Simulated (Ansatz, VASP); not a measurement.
# One calculation of LiH5, two programs

```
Li H
1.0
     4.12157    0.00000    0.00000
    -2.06078    3.56938    0.00000
     0.00000    0.00000    3.79023
Li H
1 5
Direct
  0.00000 0.00000 0.00000
  0.33333 0.66667 0.00000
  0.66667 0.33333 0.00000
  0.50000 0.00000 0.00000
  0.50000 0.50000 0.00000
  0.00000 0.50000 0.00000
```

Alike in both runs: task relaxation of cell and atoms; functional PBE; k mesh 12 × 12 × 10; occupations gaussian, width 0.1 eV; no spin polarisation.

|  | VASP | Ansatz |
| --- | --- | --- |
| version | VASP 6.6.1 | Ansatz 0.2.0 |
| potentials or method | VASP PAW PBE potentials, release 64 (Li_sv, H), cutoff 600 eV | scalar-relativistic, plane waves, PAW |
| valence electrons in the cell | 8 | 8 |

Ansatz gave:

| Property | Result |
| --- | --- |
| gap on the k mesh at the Fermi level, each at its own relaxed structure (eV) | none |
| relaxed volume (Å³/atom) | 11.30 |
| relaxed cell length with the largest relative difference (Å) | 4.594 |

Problem. Which values does VASP return?

Solution. gap on the k mesh at the Fermi level, each at its own relaxed structure (eV): none; relaxed volume (Å³/atom): 10.05; relaxed cell length with the largest relative difference (Å): 4.121.

A gap of «none» marks a metal or a gap that the smearing closes. One of these differences is far larger than is usual between the two programs; its cause wasn't traced.

Noted on VASP's run: the cutoff is short for stress, so the pressure is rough.
